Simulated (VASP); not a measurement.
# SnO2 in VASP: further runs, part 3 of 3

VASP 6.6.1. The steps go on from the part before.

## (5) Single point, PBE

INCAR

```
PREC     = Accurate       # precision mode
ENCUT    = 520            # plane-wave cutoff, eV
EDIFF    = 1E-7           # SCF threshold, eV
ISMEAR   = -1             # smearing method
SIGMA    = 0.05           # smearing width, eV
LREAL    = Auto         
LASPH    = True           # aspherical terms in the spheres
NELM     = 80             # most SCF steps
ALGO     = Normal         # electronic algorithm
ISIF     = 2              # what is computed and relaxed
LWAVE    = False          # write WAVECAR
LCHARG   = False          # write CHGCAR
GGA      = PE             # functional
ISYM     = 0            
NBANDS   = 122            # bands
```

KPOINTS

```
regular mesh
0
Gamma
  1 1 1
```

POSCAR

```
SnO2
1.0
    6.7155290000      0.0495070000     -0.2513230000
    0.0495070000      6.9412360000     -0.0896220000
   -0.2513230000     -0.0896220000      7.0388050000
Sn O
8 16
Direct
    0.4845649326      0.6269750240      0.5154980239
    0.2739031448      0.3352583364      0.8640440647
    0.7444473597      0.1593601805      0.7297870763
    0.4281499742      0.7980088473      0.9877949574
    0.9842545017      0.8708473178      0.4483858940
    0.4278670468      0.1234973413      0.3053224103
    0.0348426177      0.3959062164      0.2714225864
    0.8548719395      0.6742197042      0.9005180423
    0.4549326668      1.0425578383      0.6304294779
    0.1682898143      0.6118498698      0.4650071014
    0.4439423313      0.8189732420      0.2848943732
    0.3817379463      0.0920600179      0.0016626585
    0.7787105320      0.7147975645      0.5879829679
    0.3907139553      0.8607377446      0.6820523429
    0.8952854777      0.6711054878      0.2058029237
    0.7328376628      0.1748013505      0.3980275070
    0.5739788344      0.5510729978      0.9221697926
    0.0190817401      0.0439385533      0.6772728526
    0.4690438104      0.3667279705      0.6296594936
    0.1176300468      0.1019021802      0.2968087358
    0.7263687812      0.9460199060      0.9467069165
    0.1633501863      0.6511029849      0.9045374621
    0.9375444647      0.3522770209      0.9154443487
    0.3255895915      0.4064309830      0.2002782163
```

Potentials or basis: VASP PAW PBE potentials, release 64 (Sn_d, O).

The run is started by

```
$ cat potpaw_PBE.64/Sn_d/POTCAR potpaw_PBE.64/O/POTCAR > POTCAR
$ mpirun -np 1 vasp_gam > vasp.out
```

OUTCAR:

```text
PREC = Accurate
   ENCUT = 520
   EDIFF = 1E-7
   ISMEAR = -1
   LREAL = Auto
   LASPH = True
   NELM = 80
   ISIF = 2
   GGA = PE
   ISYM = 0

 ion  position               nearest neighbor table
   1  0.485  0.627  0.515-  19 2.00  14 2.09  13 2.10  11 2.13  10 2.13  24 2.82   4 3.55   8 3.56
                             2 3.60   7 3.73   5 3.75
   2  0.274  0.335  0.864-  12 2.06  19 2.20  23 2.32  22 2.32  24 2.41  17 2.53   7 3.40   4 3.46
                             6 3.55   3 3.56   1 3.60   8 3.66
   3  0.744  0.159  0.730-  18 2.06  21 2.17   9 2.18  23 2.21  16 2.34  19 2.40   5 3.27   6 3.55
                             2 3.56   8 3.65
   4  0.428  0.798  0.988-  17 2.02  12 2.06  11 2.09  22 2.10  14 2.20  21 2.31   8 3.08   6 3.14
                             2 3.46   1 3.55
   5  0.984  0.871  0.448-  18 1.99  13 2.08  10 2.17  20 2.19  15 2.23  16 2.70   3 3.27   7 3.52
                             8 3.66   6 3.70   1 3.75
   6  0.428  0.123  0.305-  20 2.09  11 2.12  16 2.14  12 2.14  24 2.20   9 2.37  19 2.81   4 3.14
                             7 3.22   3 3.55   2 3.55   5 3.70
   7  0.035  0.396  0.271-  24 2.06  20 2.12  10 2.16  15 2.16  23 2.56  16 2.77   6 3.22   2 3.40
                             8 3.43   5 3.52   1 3.73
   8  0.855  0.674  0.901-  22 2.08  21 2.09  17 2.10  15 2.15  13 2.25  23 2.30   4 3.08   7 3.43
                             1 3.56   3 3.65   2 3.66   5 3.66
   9  0.455  0.043  0.630-  14 1.41   3 2.18   6 2.37
  10  0.168  0.612  0.465-   1 2.13   7 2.16   5 2.17
  11  0.444  0.819  0.285-   4 2.09   6 2.12   1 2.13
  12  0.382  0.092  0.002-   4 2.06   2 2.06   6 2.14
  13  0.779  0.715  0.588-   5 2.08   1 2.10   8 2.25
  14  0.391  0.861  0.682-   9 1.41   1 2.09   4 2.20
  15  0.895  0.671  0.206-   8 2.15   7 2.16   5 2.23
  16  0.733  0.175  0.398-   6 2.14   3 2.34   5 2.70   7 2.77
  17  0.574  0.551  0.922-   4 2.02   8 2.10   2 2.53
  18  0.019  0.044  0.677-   5 1.99   3 2.06
  19  0.469  0.367  0.630-   1 2.00   2 2.20   3 2.40   6 2.81
  20  0.118  0.102  0.297-   6 2.09   7 2.12   5 2.19
  21  0.726  0.946  0.947-   8 2.09   3 2.17   4 2.31
  22  0.163  0.651  0.905-   8 2.08   4 2.10   2 2.32
  23  0.938  0.352  0.915-   3 2.21   8 2.30   2 2.32   7 2.56
  24  0.326  0.406  0.200-   7 2.06   6 2.20   2 2.41   1 2.82

IMPORTANT INFORMATION: All symmetrisations will be switched off!
NOSYMM: (Re-)initialisation of all symmetry stuff for point group C_1.

----------------------------------------------------------------------------------------

                                     Primitive cell

  volume of cell :     327.6000

  direct lattice vectors                    reciprocal lattice vectors
     6.715529000  0.049507000 -0.251323000     0.149114711 -0.000994951  0.005311525
     0.049507000  6.941236000 -0.089622000    -0.000994951  0.144096888  0.001799197
    -0.251323000 -0.089622000  7.038805000     0.005311525  0.001799197  0.142282128

  length of vectors
     6.720412483  6.941991087  7.043860531     0.149212597  0.144111554  0.142392603

  position of ions in fractional coordinates (direct lattice)
     0.484564933  0.626975024  0.515498024
     0.273903145  0.335258336  0.864044065
     0.744447360  0.159360181  0.729787076
     0.428149974  0.798008847  0.987794957
     0.984254502  0.870847318  0.448385894
     0.427867047  0.123497341  0.305322410
[... 16 lines left out ...]
     0.937544465  0.352277021  0.915444349
     0.325589591  0.406430983  0.200278216

  ion indices of the primitive-cell ions
   primitive index   ion index
                 1           1
                 2           2
                 3           3
                 4           4
                 5           5
                 6           6
[... 16 lines left out ...]
                23          23
                24          24

----------------------------------------------------------------------------------------

 KPOINTS: regular mesh

Automatic generation of k-mesh.
 Grid dimensions read from file:
 generate k-points for:    1    1    1

 Generating k-lattice:

  Cartesian coordinates                     Fractional coordinates (reciprocal lattice)
     0.149114711 -0.000994951  0.005311525     1.000000000 -0.000000000  0.000000000
    -0.000994951  0.144096888  0.001799197     0.000000000  1.000000000  0.000000000
     0.005311525  0.001799197  0.142282128     0.000000000  0.000000000  1.000000000

  Length of vectors
     0.149212597  0.144111554  0.142392603

  Shift w.r.t. Gamma in fractional coordinates (k-lattice)
     0.000000000  0.000000000  0.000000000

 Subroutine IBZKPT returns following result:
 ===========================================

 Found      1 irreducible k-points:

 Following reciprocal coordinates:
            Coordinates               Weight
  0.000000  0.000000  0.000000      1.000000
   k-points           NKPTS =      1   k-points in BZ     NKDIM =      1   number of bands    NBANDS=    122
   number of dos      NEDOS =    301   number of ions     NIONS =     24
   total plane-waves  NPLWV = 145800
   dimension x,y,z NGX =    50 NGY =   54 NGZ =   54
   dimension x,y,z NGXF=   100 NGYF=  108 NGZF=  108
   ions per type =               8  16
   NGX,Y,Z   is equivalent  to a cutoff of  12.37, 12.93, 12.74 a.u.
   NGXF,Y,Z  is equivalent  to a cutoff of  24.74, 25.86, 25.49 a.u.
 SYSTEM =  unknown system
   PREC   = accura    normal or accurate (medium, high low for compatibility)
   ISTART =      0    job   : 0-new  1-cont  2-samecut
   ICHARG =      2    charge: 1-file 2-atom 10-const
   ISPIN  =      1    spin polarized calculation?
   LNONCOLLINEAR =      F non collinear calculations
   LSORBIT =      F    spin-orbit coupling
   LASPH  =      T    aspherical Exc in radial PAW
   ENCUT  =  520.0 eV  38.22 Ry    6.18 a.u.  12.50 12.91 13.10*2*pi/ulx,y,z
   NELM   =     80;   NELMIN=  2; NELMDL= -5     # of ELM steps
   EDIFF  = 0.1E-06   stopping-criterion for ELM
   LREAL  =      T    real-space projection
   EDIFFG = 0.1E-05   stopping-criterion for IOM
   NSW    =      0    number of steps for IOM
   IBRION =     -1    ionic relax: 0-MD 1-quasi-New 2-CG
   NFREE  =      0    steps in history (QN), initial steepest desc. (CG)
   ISIF   =      2    stress and relaxation
   ISYM   =      0    0-nonsym 1-usesym 2-fastsym
   POTIM  = 0.5000    time-step for ionic-motion
   TEBEG  =    0.0;   TEEND  =   0.0 temperature during run
   PSTRESS=    0.0 pullay stress
   NELECT =     208.0000    total number of electrons
   NUPDOWN=      -1.0000    fix difference up-down
   EMIN   =  10.00;   EMAX   =-10.00  energy-range for DOS
   EFERMI =   0.00;   METHOD = LEGACY
   ISMEAR =    -1;   SIGMA  =   0.05  broadening in eV -4-tet -1-fermi 0-gaus
   EFERMI_NEDOS =   21; number of points for ismear=-14 and -15
   IALGO  =     38    algorithm
   IMIX   =      4    mixing-type and parameters
     AMIX     =   0.40;   BMIX     =  1.00
     AMIX_MAG =   1.60;   BMIX_MAG =  1.00
  volume/ion in A,a.u.               =      13.65        92.11
  Fermi-wavevector in a.u.,A,eV,Ry     =   1.407067  2.658970 26.937310  1.979836
  Thomas-Fermi vector in A             =   2.529363
   LORBIT       =      0    0 simple, 1 ext, 2 COOP (PROOUT), +10 PAW based schemes
   GGA     = PE    functional components
   LHFCALC =     F    Hartree Fock is set to
   AEXX    =    0.0000 exact exchange contribution
   IVDW    =     0    specifies the selected vdW correction
   LEPSILON=     F    determine dielectric tensor
   LRPA    =     F    only Hartree local field effects (RPA)
 non-spin polarized calculation
  energy-cutoff  :      520.00
  volume of cell :      327.60
 maximum number of plane-waves:      4411
 NGX is ok and might be reduce to    50
   NGX = 25   NGY = 25   NGZ = 27

 number of electron     208.0000000 magnetization

 Free energy of the ion-electron system (eV)
  ---------------------------------------------------
  ext. energy  EPLUGINS =         0.00000000
  ---------------------------------------------------
  free energy    TOTEN  =      -139.94066536 eV

  energy without entropy =     -139.94066534  energy(sigma->0) =     -139.94066535

 E-fermi :   5.7833     XC(G=0): -10.5755

 val. band max:        4.8278951031   @ k =   0.0000   0.0000   0.0000
 cond. band min:       6.7354036632   @ k =   0.0000   0.0000   0.0000
 fundamental gap:      1.9075085601
 Fermi energy:         5.7832826312

 k-point     1 :       0.0000    0.0000    0.0000
  band No.  band energies     occupation
      1     -17.4870      2.00000
      2     -16.1196      2.00000
      3     -16.0285      2.00000
      4     -15.9785      2.00000
      5     -15.9151      2.00000
      6     -15.8801      2.00000
[... 108 lines left out ...]
    115      10.9993      0.00000
    116      11.3572      0.00000
 [bands above 116 left out]

------------------------ aborting loop because EDIFF is reached ----------------------------------------

  FORCE on cell =-STRESS in cart. coord.  units (eV):
  Direction    XX          YY          ZZ          XY          YZ          ZX
  --------------------------------------------------------------------------------------
  -------------------------------------------------------------------------------------
  Total       -2.6426895    -10.5896499     -0.8333725     -4.5360126      6.5302714     -8.6502664
  in kB      -12.9244737    -51.7902887     -4.0757345    -22.1840576     31.9372828    -42.3054399
  external PRESSURE =     -22.9301656 kB  Pullay stress =       0.0000000 kB

 VOLUME and BASIS-vectors are now :
 -----------------------------------------------------------------------------
  energy-cutoff  :      520.00
  volume of cell :      327.60
      direct lattice vectors                 reciprocal lattice vectors
     6.715529000  0.049507000 -0.251323000     0.149114711 -0.000994951  0.005311525
     0.049507000  6.941236000 -0.089622000    -0.000994951  0.144096888  0.001799197
    -0.251323000 -0.089622000  7.038805000     0.005311525  0.001799197  0.142282128

 POSITION                                       TOTAL-FORCE (eV/Angst)
 -----------------------------------------------------------------------------------
      3.15559      4.32977      3.45052        -0.674058      0.754571     -1.557337
      1.63885      2.26323      5.98295        -0.375434      1.037805      0.668918
      4.82384      1.07761      4.93545         0.709779     -0.367898      0.159570
      2.66651      5.47184      6.77377        -0.325530      0.301393     -0.170477
      6.54021      6.05330      2.83069         0.376637     -0.828297     -1.554997
      2.80273      0.85104      2.03050         0.808466      0.668821      0.327641
[... 16 lines left out ...]
      6.08347      2.40961      6.17644         0.001825      0.323699     -0.150160
      2.15629      2.81930      1.29147         0.484536     -0.782395     -0.338065
 -----------------------------------------------------------------------------------
    total drift:                                0.027437     -0.019920     -0.006118

  FREE ENERGIE OF THE ION-ELECTRON SYSTEM (eV)
  ---------------------------------------------------
  free  energy   TOTEN  =      -139.9406653578 eV

  energy  without entropy=     -139.9406653361  energy(sigma->0) =     -139.94066535
```

Run time: 2.8 min. Hardware: 1 thread of Intel Xeon Platinum 8259CL at 2.50GHz (Skylake/Cascade Lake), shared host; peak memory 0.33 GiB.

What came out:

```yaml
Free_energy: -139.9407 eV
Pressure: -2.3 GPa
Largest_force: 1.857 eV/Å
Band_gap_on_the_k_mesh: 1.91 eV
```

Forces on the atoms (eV/Å):
```
Sn  -0.674  0.755 -1.557
Sn  -0.375  1.038  0.669
Sn   0.710 -0.368  0.160
Sn  -0.326  0.301 -0.170
Sn   0.377 -0.828 -1.555
Sn   0.808  0.669  0.328
Sn  -0.952  0.867  0.078
Sn   0.659 -0.137  0.344
O    0.123  0.532 -0.736
O   -0.339  0.029  0.860
O    0.301  0.447 -0.344
O   -0.182  0.083  0.628
O   -0.401 -0.600  0.864
O   -0.378 -0.818 -0.017
O   -0.107 -0.503 -0.416
O   -0.361  0.071  0.380
O   -0.134  0.781  0.331
O   -0.142  0.398  0.598
O   -0.277 -0.948  0.148
O    0.227 -0.309  0.373
O    0.099 -0.788 -0.345
O    0.859 -0.212 -0.132
O    0.002  0.324 -0.150
O    0.485 -0.782 -0.338
```

Levels at points of the mesh, in eV from the valence-band top:
```csv
k point,band 101,band 102,band 103,band 104,band 105,band 106,band 107,band 108
"(0.00, 0.00, 0.00)",-0.39,-0.20,-0.14,0.00,1.91,2.86,3.16,3.36
```

Caveat: the k points lie up to 0.94 Å⁻¹ apart; spin-orbit coupling is left out, which moves the levels of the heavy elements.
